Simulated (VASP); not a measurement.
Runs of VASP 6.6.1 on SnO2. The structure is that of space group P6_3/mmc (No. 194), or close to it. The cells are those of the table. 

```csv
cell,gap on the mesh (eV),pressure (GPa),largest force (eV/Å)
"a = 3.212, b = 3.212, c = 9.179 Å, angles 90.0, 90.0, 120.0°, 6 atoms",1.77,12.7,1.49
"a = 3.212, b = 3.212, c = 10.731 Å, angles 90.0, 90.0, 120.0°, 6 atoms",2.11,-2.3,0.43
"a = 3.212, b = 3.212, c = 9.955 Å, angles 90.0, 90.0, 120.0°, 6 atoms",1.99,(b),0.54
"a = 3.212, b = 3.212, c = 8.791 Å, angles 90.0, 90.0, 120.0°, 6 atoms",(a),18.4,1.92
"a = 3.212, b = 3.212, c = 9.567 Å, angles 90.0, 90.0, 120.0°, 6 atoms",1.89,7.9,1.02
```

Alike in all rows: task single point; level PBE+D3(BJ); potentials or basis VASP PAW PBE potentials, release 64 (Sn_d, O); no spin polarisation; k mesh 12 × 12 × 4; cutoff (eV) 520; smearing gaussian 0.05 eV.

Fill in the values left out.

(a) 1.61; (b) 3.9.

Caveats: spin-orbit coupling is left out, which moves the levels of the heavy elements; the cell stands under pressure (at least some runs); forces of over 1 eV/Å act on the atoms, so gaps and moduli don't describe the material at rest (at least some runs).

A k mesh can miss the band edges, and the runs leave out spin-orbit coupling on Sn.
